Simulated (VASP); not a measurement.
# AlGa3N4 (Pm) in VASP: notebook, part 2 of 2

VASP 6.6.1.

**3. Relaxation of shape and atoms at fixed volume, PBEsol (volume scaled by 1.03)**

INCAR

```
SYSTEM = AlGa3N4
  ALGO = Normal
  EDIFF = 1E-7
  EDIFFG = -0.01
  ENCUT = 600
  GGA = PS
  IBRION = 2
  ISIF = 4
  ISMEAR = 0
  LASPH = .TRUE.
  LCHARG = .FALSE.
  LREAL = .FALSE.
  LWAVE = .FALSE.
  NELM = 80
  NSW = 50
  PREC = Accurate
  SIGMA = 0.02
```

KPOINTS

```
k-points
0
G
  6 8 6
  0 0 0
```

POSCAR

```
AlGa3N4
1.0
    5.1932688823      0.0000000000      0.0001227070
    0.0000000000      3.1963233223      0.0000000000
   -0.0036211926      0.0000000000      5.5327401821
Al Ga N
1 3 4
Direct
    0.0006034235      0.5000000000      0.6673576246
    0.4991167026      0.5000000000      0.3349195796
    0.4990273840      0.0000000000      0.8315570006
    0.9998617813      0.0000000000      0.1661805284
    0.1196687536      0.5000000000      0.3400974151
    0.1176459797      0.0000000000      0.8263760593
    0.6204436392      0.0000000000      0.1662162869
    0.6312323461      0.5000000000      0.6672965055
```

Potentials or basis: VASP PAW PBE potentials, release 64 (Al, Ga_d, N).

On the command line:

```sh
> cat potpaw_PBE.64/Al/POTCAR potpaw_PBE.64/Ga_d/POTCAR potpaw_PBE.64/N/POTCAR > POTCAR
> mpirun -np 1 vasp_std > vasp.out
```

OUTCAR:

```text
SYSTEM = AlGa3N4
   EDIFF = 1E-7
   EDIFFG = -0.01
   ENCUT = 600
   GGA = PS
   IBRION = 2
   ISIF = 4
   ISMEAR = 0
   LASPH = .TRUE.
   LREAL = .FALSE.
   NELM = 80
   NSW = 50
   PREC = Accurate

 ion  position               nearest neighbor table
   1  0.001  0.500  0.667-   5 1.91   8 1.92   6 1.92   6 1.92
   2  0.499  0.500  0.335-   7 1.96   7 1.96   8 1.96   5 1.97
   3  0.499  0.000  0.832-   7 1.96   8 1.96   8 1.96   6 1.98
   4  1.000  0.000  0.166-   5 1.97   5 1.97   7 1.97   6 1.98
   5  0.120  0.500  0.340-   1 1.91   4 1.97   4 1.97   2 1.97
   6  0.118  0.000  0.826-   1 1.92   1 1.92   4 1.98   3 1.98
   7  0.620  0.000  0.166-   2 1.96   2 1.96   3 1.96   4 1.97
   8  0.631  0.500  0.667-   1 1.92   2 1.96   3 1.96   3 1.96

  LATTYP: Found a simple monoclinic cell.
 ALAT       =     5.1932688837
 B/A-ratio  =     0.6154742598
 C/A-ratio  =     1.0653677849
 COS(beta)  =    -0.0006308743

  Lattice vectors:

 A1 = (   5.1932688823,   0.0000000000,   0.0001227070)
 A2 = (   0.0000000000,   3.1963233223,   0.0000000000)
 A3 = (  -0.0036211926,   0.0000000000,   5.5327401821)

Analysis of symmetry for initial positions (statically):
[... 243 lines left out ...]
 fundamental gap:      2.1738204424
 Fermi energy:         5.2240058425

 k-point     1 :       0.0000    0.0000    0.0000
  band No.  band energies     occupation
      1     -10.4688      2.00000
      2      -9.6072      2.00000
      3      -9.4066      2.00000
      4      -9.1585      2.00000
      5      -8.0979      2.00000
      6      -8.0974      2.00000
[... 949 lines left out ...]
     36      12.6966      0.00000
     37      13.0318      0.00000

 [... further k-points ...]
[... 5 lines left out ...]
  --------------------------------------------------------------------------------------
  -------------------------------------------------------------------------------------
  Total       -3.2571188     -3.2135584     -3.2152384      0.0000000      0.0000000      0.0027166
  in kB      -56.8214606    -56.0615351    -56.0908431      0.0000000      0.0000000      0.0473923
  external PRESSURE =     -56.3246129 kB  Pullay stress =       0.0000000 kB

 VOLUME and BASIS-vectors are now :
 -----------------------------------------------------------------------------
  energy-cutoff  :      600.00
  volume of cell :       91.84
      direct lattice vectors                 reciprocal lattice vectors
     5.194796946  0.000000000  0.000033360     0.192500305  0.000000000  0.000129357
     0.000000000  3.195801108  0.000000000     0.000000000  0.312910587  0.000000000
    -0.003717419  0.000000000  5.532016592    -0.000001161  0.000000000  0.180765907

 POSITION                                       TOTAL-FORCE (eV/Angst)
 -----------------------------------------------------------------------------------
      0.00042      1.59790      3.69147        -0.002772      0.000000      0.001326
      2.59215      1.59790      1.85245        -0.008812      0.000000     -0.000915
      2.59036      0.00000      4.60068        -0.005897      0.000000      0.000346
      5.19291      0.00000      0.91994         0.000326      0.000000     -0.001756
      0.62055      1.59790      1.88122         0.004869      0.000000     -0.001847
      0.60812      0.00000      4.57156         0.002101      0.000000      0.003284
      3.22237      0.00000      0.91963         0.005774      0.000000      0.003389
      3.27562      1.59790      3.69125         0.004410      0.000000     -0.003827
 -----------------------------------------------------------------------------------
    total drift:                                0.000615      0.000000     -0.000415

  FREE ENERGIE OF THE ION-ELECTRON SYSTEM (eV)
  ---------------------------------------------------
  free  energy   TOTEN  =       -54.9866166961 eV

  energy  without entropy=      -54.9866166961  energy(sigma->0) =      -54.98661670

 reached required accuracy - stopping structural energy minimisation
```

Wall time 13 min (1 thread of Oxide Virtual Turin-like, shared host); peak memory 0.44 GiB.

What came out:

- Free energy: -54.9866 eV
- Energy gained by relaxing: 0.0 meV/atom
- Ionic steps: 2
- Pressure after relaxing: -5.6 GPa
- Largest force after relaxing: 0.009 eV/Å
- Band gap on the k mesh: 2.17 eV, direct

Forces on the atoms (eV/Å):
```
Al  -0.003  0.000  0.001
Ga  -0.009  0.000 -0.001
Ga  -0.006  0.000  0.000
Ga   0.000  0.000 -0.002
N    0.005  0.000 -0.002
N    0.002  0.000  0.003
N    0.006  0.000  0.003
N    0.004  0.000 -0.004
```

Final structure:
```cif
data_structure
_symmetry_space_group_name_H-M 'P 1'
_symmetry_Int_Tables_number 1
_cell_length_a 5.1948
_cell_length_b 3.1958
_cell_length_c 5.5320
_cell_angle_alpha 90.000
_cell_angle_beta 90.038
_cell_angle_gamma 90.000
_cell_volume 91.84
loop_
_atom_site_label
_atom_site_type_symbol
_atom_site_fract_x
_atom_site_fract_y
_atom_site_fract_z
_atom_site_occupancy
Al1 Al 0.00056 0.50000 0.66729 1
Ga1 Ga 0.49923 0.50000 0.33486 1
Ga2 Ga 0.49924 0.00000 0.83164 1
Ga3 Ga 0.99976 0.00000 0.16629 1
N1 N 0.11970 0.50000 0.34006 1
N2 N 0.11765 0.00000 0.82638 1
N3 N 0.62043 0.00000 0.16623 1
N4 N 0.63103 0.50000 0.66725 1
```

Caveat: the PAW data sets were made with another functional, which shifts forces and pressure a little.
